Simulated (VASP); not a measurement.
# Si6Cl in VASP: further runs

Si6Cl is run at these levels: PBE; tasks: single point.

Program: VASP 6.6.1. These are calculated values, not measurements. Logs are shortened: lines on timing, memory, paths and dates and some standing lists are left out, and cuts for length are marked.

**1. The cell of the first run**

The cell holds a slab with vacuum, 7 atoms: a = 3.868 Å, b = 5.470 Å, c = 19.224 Å, α = 90.00°, β = 90.00°, γ = 90.00°.

**2. Single point, PBE, collinear spin**

The input, INCAR:

```
  ALGO = Normal
  DIPOL = 0.5 0.5 0.332
  EDIFF = 1E-7
  ENCUT = 520
  GGA = PE
  IDIPOL = 3
  ISIF = 2
  ISMEAR = 0
  ISPIN = 2
  LASPH = True
  LCHARG = True
  LDIPOL = True
  LELF = True
  LORBIT = 11
  LREAL = False
  LVACPOTAV = True
  LVHAR = True
  LWAVE = False
  MAGMOM = 0 0 0 0 0 0 1
  NBANDS = 28
  NELM = 150
  PREC = Accurate
  SIGMA = 0.05
```

The input, KPOINTS:

```
k-points
0
Gamma
  7 5 1
```

The input, POSCAR:

```
Si6Cl
1.0
    3.8675355695      0.0000000000      0.0000000000
    0.0000000000      5.4695212554      0.0000000000
    0.0000000000      0.0000000000     19.2238421361
Si Cl
6 1
Direct
    0.5000000000      0.0000000000      0.2080749505
    0.0000000000      0.2500000000      0.2080749505
    0.0000000000      0.5024402202      0.3062860998
    0.5000000000      0.7475597798      0.3062860998
    0.5000000000      0.0098635024      0.4017845174
    0.0000000000      0.2401364976      0.4017845174
    0.8333333333      0.8431968357      0.4896036494
```

Potentials or basis: VASP PAW PBE potentials, release 64 (Si, Cl).

The run is started by

```console
cat potpaw_PBE.64/Si/POTCAR potpaw_PBE.64/Cl/POTCAR > POTCAR
mpirun -np 1 vasp_std > vasp.out
```

OUTCAR:

```text
EDIFF = 1E-7
   ENCUT = 520
   GGA = PE
   ISIF = 2
   ISMEAR = 0
   ISPIN = 2
   LASPH = True
   LORBIT = 11
   LREAL = False
   NELM = 150
   PREC = Accurate

 ion  position               nearest neighbor table
   1  0.500  0.000  0.208-   4 2.34   2 2.37   2 2.37
   2  0.000  0.250  0.208-   3 2.34   1 2.37   1 2.37
   3  0.000  0.502  0.306-   6 2.33   2 2.34   4 2.35   4 2.35
   4  0.500  0.748  0.306-   5 2.33   1 2.34   3 2.35   3 2.35
   5  0.500  0.010  0.402-   6 2.31   6 2.31   7 2.31   4 2.33
   6  0.000  0.240  0.402-   5 2.31   5 2.31   3 2.33   7 2.82
   7  0.833  0.843  0.490-   5 2.31   6 2.82

  LATTYP: Found a simple orthorhombic cell.
 ALAT       =     3.8675355695
 B/A-ratio  =     1.4142135624
 C/A-ratio  =     4.9705663440

  Lattice vectors:

 A1 = (   3.8675355695,   0.0000000000,   0.0000000000)
 A2 = (   0.0000000000,   5.4695212554,   0.0000000000)
 A3 = (   0.0000000000,   0.0000000000,  19.2238421361)

Analysis of symmetry for initial positions (statically):
=====================================================================
 Subroutine PRICEL returns:
 Original cell was already a primitive cell.

 Routine SETGRP: Setting up the symmetry group for a
 simple orthorhombic supercell.

 Subroutine GETGRP returns: Found  1 space group operations
 (whereof  1 operations were pure point group operations)
 out of a pool of  8 trial point group operations.

The static configuration has the point symmetry C_1 .

Analysis of symmetry for dynamics (positions and initial velocities):
=====================================================================
 Subroutine PRICEL returns:
 Original cell was already a primitive cell.

 Routine SETGRP: Setting up the symmetry group for a
 simple orthorhombic supercell.

 Subroutine GETGRP returns: Found  1 space group operations
 (whereof  1 operations were pure point group operations)
 out of a pool of  8 trial point group operations.

The dynamic configuration has the point symmetry C_1 .

Analysis of structural, dynamic, and magnetic symmetry:
=====================================================================
 Subroutine PRICEL returns:
 Original cell was already a primitive cell.

 Routine SETGRP: Setting up the symmetry group for a
 simple orthorhombic supercell.

 Subroutine GETGRP returns: Found  1 space group operations
 (whereof  1 operations were pure point group operations)
 out of a pool of  8 trial point group operations.

The overall configuration has the point symmetry C_1 .

 Subroutine INISYM returns: Found  1 space group operations
 (whereof  1 operations are pure point group operations),
 and found     1 'primitive' translations

----------------------------------------------------------------------------------------

                                     Primitive cell

  volume of cell :     406.6529

  direct lattice vectors                    reciprocal lattice vectors
     3.867535570  0.000000000  0.000000000     0.258562586  0.000000000  0.000000000
     0.000000000  5.469521255  0.000000000     0.000000000  0.182831358  0.000000000
     0.000000000  0.000000000 19.223842136     0.000000000  0.000000000  0.052018738

  length of vectors
     3.867535570  5.469521255 19.223842136     0.258562586  0.182831358  0.052018738

  position of ions in fractional coordinates (direct lattice)
     0.500000000  0.000000000  0.208074950
     0.000000000  0.250000000  0.208074950
     0.000000000  0.502440220  0.306286100
     0.500000000  0.747559780  0.306286100
     0.500000000  0.009863502  0.401784517
     0.000000000  0.240136498  0.401784517
     0.833333333  0.843196836  0.489603649

  ion indices of the primitive-cell ions
   primitive index   ion index
                 1           1
                 2           2
                 3           3
                 4           4
                 5           5
                 6           6
                 7           7

----------------------------------------------------------------------------------------

 KPOINTS: k-points

Automatic generation of k-mesh.
 Grid dimensions read from file:
 generate k-points for:    7    5    1

 Generating k-lattice:

  Cartesian coordinates                     Fractional coordinates (reciprocal lattice)
     0.036937512  0.000000000  0.000000000     0.142857143  0.000000000  0.000000000
     0.000000000  0.036566272  0.000000000     0.000000000  0.200000000  0.000000000
     0.000000000  0.000000000  0.052018738     0.000000000  0.000000000  1.000000000

  Length of vectors
     0.036937512  0.036566272  0.052018738

  Shift w.r.t. Gamma in fractional coordinates (k-lattice)
     0.000000000  0.000000000  0.000000000

 Subroutine IBZKPT returns following result:
 ===========================================

 Found     18 irreducible k-points:

 Following reciprocal coordinates:
            Coordinates               Weight
  0.000000  0.000000  0.000000      1.000000
  0.142857  0.000000  0.000000      2.000000
  0.285714  0.000000  0.000000      2.000000
  0.428571  0.000000  0.000000      2.000000
  0.000000  0.200000  0.000000      2.000000
  0.142857  0.200000  0.000000      2.000000
[... 10 lines left out ...]
  0.428571  0.400000  0.000000      2.000000
  0.428571 -0.400000  0.000000      2.000000
   k-points           NKPTS =     18   k-points in BZ     NKDIM =     18   number of bands    NBANDS=     28
   number of dos      NEDOS =    301   number of ions     NIONS =      7
   total plane-waves  NPLWV = 181440
   dimension x,y,z NGX =    30 NGY =   42 NGZ =  144
   dimension x,y,z NGXF=    60 NGYF=   84 NGZF=  288
   ions per type =               6   1
   NGX,Y,Z   is equivalent  to a cutoff of  12.90, 12.77, 12.45 a.u.
   NGXF,Y,Z  is equivalent  to a cutoff of  25.79, 25.53, 24.91 a.u.
 SYSTEM =  unknown system
   PREC   = accura    normal or accurate (medium, high low for compatibility)
   ISTART =      0    job   : 0-new  1-cont  2-samecut
   ICHARG =      2    charge: 1-file 2-atom 10-const
   ISPIN  =      2    spin polarized calculation?
   LNONCOLLINEAR =      F non collinear calculations
   LSORBIT =      F    spin-orbit coupling
   LASPH  =      T    aspherical Exc in radial PAW
   ENCUT  =  520.0 eV  38.22 Ry    6.18 a.u.   7.19 10.17 35.74*2*pi/ulx,y,z
   NELM   =    150;   NELMIN=  2; NELMDL= -5     # of ELM steps
   EDIFF  = 0.1E-06   stopping-criterion for ELM
   LREAL  =      F    real-space projection
   EDIFFG = 0.1E-05   stopping-criterion for IOM
   NSW    =      0    number of steps for IOM
   IBRION =     -1    ionic relax: 0-MD 1-quasi-New 2-CG
   NFREE  =      0    steps in history (QN), initial steepest desc. (CG)
   ISIF   =      2    stress and relaxation
   ISYM   =      2    0-nonsym 1-usesym 2-fastsym
   POTIM  = 0.5000    time-step for ionic-motion
   TEBEG  =    0.0;   TEEND  =   0.0 temperature during run
   PSTRESS=    0.0 pullay stress
   NELECT =      31.0000    total number of electrons
   NUPDOWN=      -1.0000    fix difference up-down
   EMIN   =  10.00;   EMAX   =-10.00  energy-range for DOS
   EFERMI =   0.00;   METHOD = LEGACY
   ISMEAR =     0;   SIGMA  =   0.05  broadening in eV -4-tet -1-fermi 0-gaus
   EFERMI_NEDOS =   21; number of points for ismear=-14 and -15
   IALGO  =     38    algorithm
   IMIX   =      4    mixing-type and parameters
     AMIX     =   0.40;   BMIX     =  1.00
     AMIX_MAG =   1.60;   BMIX_MAG =  1.00
  volume/ion in A,a.u.               =      58.09       392.03
  Fermi-wavevector in a.u.,A,eV,Ry     =   0.694151  1.311756  6.555913  0.481846
  Thomas-Fermi vector in A             =   1.776564
   LORBIT       =     11    0 simple, 1 ext, 2 COOP (PROOUT), +10 PAW based schemes
   GGA     = PE    functional components
   LHFCALC =     F    Hartree Fock is set to
   AEXX    =    0.0000 exact exchange contribution
   IVDW    =     0    specifies the selected vdW correction
   LEPSILON=     F    determine dielectric tensor
   LRPA    =     F    only Hartree local field effects (RPA)
 spin polarized calculation
 Gauss-broadening in eV      SIGMA  =   0.05
  energy-cutoff  :      520.00
  volume of cell :      406.65
 maximum number of plane-waves:     10975
 NGX is ok and might be reduce to    30
   NGX = 15   NGY = 21   NGZ = 71

 dipolmoment           0.000000      0.000000     -0.074427 electrons x Angstroem

 number of electron      30.9999997 magnetization       0.0000078

 number of electron      30.9999997 magnetization      -0.0000032

 dipolmoment           0.000000      0.000000      0.076705 electrons x Angstroem

 Free energy of the ion-electron system (eV)
  ---------------------------------------------------
  ext. energy  EPLUGINS =         0.00000000
  ---------------------------------------------------
  free energy    TOTEN  =       -31.71320705 eV

  energy without entropy =      -31.70752136  energy(sigma->0) =      -31.71036420

 E-fermi :  -1.4418     XC(G=0):  -4.0783

 val. band max:       -1.4767940690   @ k =   0.4286  -0.4000   0.0000
 cond. band min:      -1.4300488416   @ k =   0.4286   0.4000   0.0000
 fundamental gap:      0.0467452274
 Fermi energy:        -1.4418297478

 spin component 1

 k-point     1 :       0.0000    0.0000    0.0000
  band No.  band energies     occupation
      1     -17.0499      1.00000
      2     -12.7440      1.00000
      3     -11.0202      1.00000
      4      -9.5879      1.00000
      5      -8.6015      1.00000
      6      -6.6167      1.00000
[... 19 lines left out ...]
     26       3.6280      0.00000
     27       3.9033      0.00000
[... 481 lines left out ...]
 k-point    18 :       0.4286   -0.4000    0.0000
  band No.  band energies     occupation
      1     -16.8639      1.00000
      2     -10.8588      1.00000
      3     -10.4933      1.00000
      4      -9.4511      1.00000
      5      -8.6574      1.00000
      6      -8.1518      1.00000
[... 19 lines left out ...]
     26       4.6073      0.00000
     27       4.7661      0.00000
 Fermi energy:        -1.4418297478

 spin component 2

 k-point     1 :       0.0000    0.0000    0.0000
  band No.  band energies     occupation
      1     -17.0499      1.00000
      2     -12.7440      1.00000
      3     -11.0202      1.00000
      4      -9.5879      1.00000
      5      -8.6015      1.00000
      6      -6.6167      1.00000
[... 19 lines left out ...]
     26       3.6281      0.00000
     27       3.9036      0.00000
[... 481 lines left out ...]
 k-point    18 :       0.4286   -0.4000    0.0000
  band No.  band energies     occupation
      1     -16.8639      1.00000
      2     -10.8588      1.00000
      3     -10.4933      1.00000
      4      -9.4511      1.00000
      5      -8.6574      1.00000
      6      -8.1518      1.00000
[... 19 lines left out ...]
     26       4.6073      0.00000
     27       4.7662      0.00000
 [bands above 27 left out]

------------------------ aborting loop because EDIFF is reached ----------------------------------------

  FORCE on cell =-STRESS in cart. coord.  units (eV):
  Direction    XX          YY          ZZ          XY          YZ          ZX
  --------------------------------------------------------------------------------------
  -------------------------------------------------------------------------------------
  Total       -0.6755804      1.4898470      0.2086195      1.3456340      0.7450002     -2.3624300
  in kB       -2.6617286      5.8698691      0.8219429      5.3016826      2.9352369     -9.3077713
  external PRESSURE =       1.3433611 kB  Pullay stress =       0.0000000 kB

 VOLUME and BASIS-vectors are now :
 -----------------------------------------------------------------------------
  energy-cutoff  :      520.00
  volume of cell :      406.65
      direct lattice vectors                 reciprocal lattice vectors
     3.867535570  0.000000000  0.000000000     0.258562586  0.000000000  0.000000000
     0.000000000  5.469521255  0.000000000     0.000000000  0.182831358  0.000000000
     0.000000000  0.000000000 19.223842136     0.000000000  0.000000000  0.052018738

 POSITION                                       TOTAL-FORCE (eV/Angst)
 -----------------------------------------------------------------------------------
      1.93377      0.00000      4.00000        -0.047820      0.500324     -0.235010
      0.00000      1.36738      4.00000         0.074631     -0.790787      0.322400
      0.00000      2.74811      5.88800         0.244193      0.122858      0.124994
      1.93377      4.08879      5.88800        -0.084636     -0.116674     -0.438665
      1.93377      0.05395      7.72384         1.263154     -0.163666      0.617600
      0.00000      1.31343      7.72384        -0.282542      0.640704     -0.379302
      3.22295      4.61188      9.41206        -1.166980     -0.192759     -0.012018
 -----------------------------------------------------------------------------------
    total drift:                                0.000024     -0.000154     -0.000080

  FREE ENERGIE OF THE ION-ELECTRON SYSTEM (eV)
  ---------------------------------------------------
  free  energy   TOTEN  =       -31.7132070517 eV

  energy  without entropy=      -31.7075213570  energy(sigma->0) =      -31.71036420

 vacuum level on the upper side and lower side of the slab         4.028         3.372

 total charge

# of ion       s       p       d       tot
------------------------------------------
    1        0.798   0.839   0.000   1.637
    2        0.813   0.810   0.000   1.623
    3        0.773   0.912   0.000   1.685
    4        0.777   0.907   0.000   1.684
    5        0.779   0.838   0.000   1.616
    6        0.815   0.836   0.000   1.651
    7        1.611   3.462   0.000   5.073
--------------------------------------------------
tot          6.366   8.604   0.000  14.970

 magnetization (x)

# of ion       s       p       d       tot
------------------------------------------
    1       -0.000  -0.000   0.000  -0.000
    2       -0.000  -0.000   0.000  -0.000
    3       -0.000  -0.000   0.000  -0.000
    4       -0.000  -0.000   0.000  -0.000
    5       -0.000  -0.000   0.000  -0.000
    6       -0.000   0.000   0.000   0.000
    7       -0.000  -0.000   0.000  -0.000
--------------------------------------------------
tot         -0.000  -0.000   0.000  -0.000
```

Wall time 10 min (1 thread of Intel Xeon 6975P-C (Granite Rapids), shared host); peak memory 0.76 GiB.

What came out:

- Free energy: -31.7132 eV
- Largest force: 1.416 eV/Å
- Net moment: 0.00 μB per cell
- Valence electrons inside the program's atomic spheres: Si 1.64, 1.62, 1.69, 1.68, 1.65 (each value once); Cl 5.07

Forces in eV/Å, atoms in the order of the input:
```
Si  -0.048  0.500 -0.235
Si   0.075 -0.791  0.322
Si   0.244  0.123  0.125
Si  -0.085 -0.117 -0.439
Si   1.263 -0.164  0.618
Si  -0.283  0.641 -0.379
Cl  -1.167 -0.193 -0.012
```

(Part 1 of 2 ends here.)
